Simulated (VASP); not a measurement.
A run of VASP 6.6.1:

The input INCAR:

```
SYSTEM = Cd4InO
PREC = Accurate ; ENCUT = 600
EDIFF = 1E-6 ; ISMEAR = 0
SIGMA = 0.1 ; LREAL = .False.
LASPH = .True. ; NELM = 80
ALGO = Normal ; ISIF = 3
LWAVE = .False. ; LCHARG = .False.
GGA = PE ; IBRION = 2
NSW = 90 ; EDIFFG = -0.04
```

Contents of KPOINTS:

```
Automatic mesh
0
Gamma
  6 6 2
  0 0 0
```

The input POSCAR:

```
Cd4InO
1.0
    3.9805395000      0.0000000000      0.0000000000
   -1.9902697500      3.4472483200      0.0000000000
    0.0000000000      0.0000000000      8.0916966800
Cd In O
4 1 1
Direct
    0.3333333300      0.6666666700      0.7595900300
    0.3333333300      0.6666666700      0.2404099700
    0.6666666700      0.3333333300      0.7595900300
    0.6666666700      0.3333333300      0.2404099700
    0.0000000000      0.0000000000      0.5000000000
    0.0000000000      0.0000000000      0.0000000000
```

Potentials or basis: VASP PAW PBE potentials, release 64 (Cd, In_d, O).

The run is started by

```sh
$ cat potpaw_PBE.64/Cd/POTCAR potpaw_PBE.64/In_d/POTCAR potpaw_PBE.64/O/POTCAR > POTCAR
$ mpirun -np 1 vasp_std > vasp.out
```

Hardware: 1 thread of AMD EPYC 9R45 (Zen 5), on a shared host.

Question: Estimate the wall time of this run.

Answer: Run time: 9.1 min on 1 thread of AMD EPYC 9R45 (Zen 5), on a shared host, peak memory 0.27 GiB. Counts: scf iterations 159, k points 14, ion steps 13.
